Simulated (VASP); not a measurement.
InSe: single point with PBE+D3(BJ)

Crystal: InSe.

```
In Se
1.0
     4.04336    0.00000    0.00000
    -2.02168    3.50165    0.00000
     0.00000    0.00000   16.76004
In Se
4 4
Direct
  0.33333 0.66667 0.16651
  0.66667 0.33333 0.66651
  0.33333 0.66667 0.33349
  0.66667 0.33333 0.83349
  0.33333 0.66667 0.59023
  0.66667 0.33333 0.09023
  0.33333 0.66667 0.90977
  0.66667 0.33333 0.40977
```

```yaml
Program: VASP 6.6.1
Task: single point
Functional: PBE
Dispersion: D3(BJ)
Potentials_or_basis: VASP PAW PBE potentials, release 64 (In_d, Se)
Cutoff: 520 eV
k_mesh: 6 × 6 × 2
Occupations: gaussian, width 0.1 eV
Spin: no spin polarisation
Dipole_correction: no
Further_INCAR_settings: ALGO = Normal; EDIFF = 1e-06; NBANDS = 48
```

* Pressure: -0.1 GPa
* Largest force: 0.045 eV/Å
* Band gap on the k mesh: 0.31 eV
* Dispersion energy per atom: -0.295 eV

Forces in eV/Å, atoms in the order of the input:
```
In   0.000  0.000  0.045
In   0.000  0.000  0.045
In   0.000  0.000 -0.045
In   0.000  0.000 -0.045
Se   0.000  0.000 -0.029
Se   0.000  0.000 -0.029
Se   0.000  0.000  0.029
Se   0.000  0.000  0.029
```

Levels at points of the mesh, in eV from the valence-band top:
```csv
k point,band 36,band 37,band 38,band 39,band 40,band 41
"(0.00, 0.00, 0.00)",-1.14,-1.14,0.00,0.31,1.66,2.05
"(0.50, 0.00, 0.00)",-2.07,-2.01,-1.35,1.10,1.20,1.91
"(0.00, 0.00, 0.50)",-1.17,-0.92,-0.92,1.17,1.17,2.07
"(0.50, 0.00, 0.50)",-2.08,-1.70,-1.70,1.45,1.45,1.56
```

Wall time 4.1 min on 1 thread of Intel Xeon 8259CL, on a shared host, peak memory 0.4 GiB.

Caveat: spin-orbit coupling is left out, which moves the levels of the heavy elements.
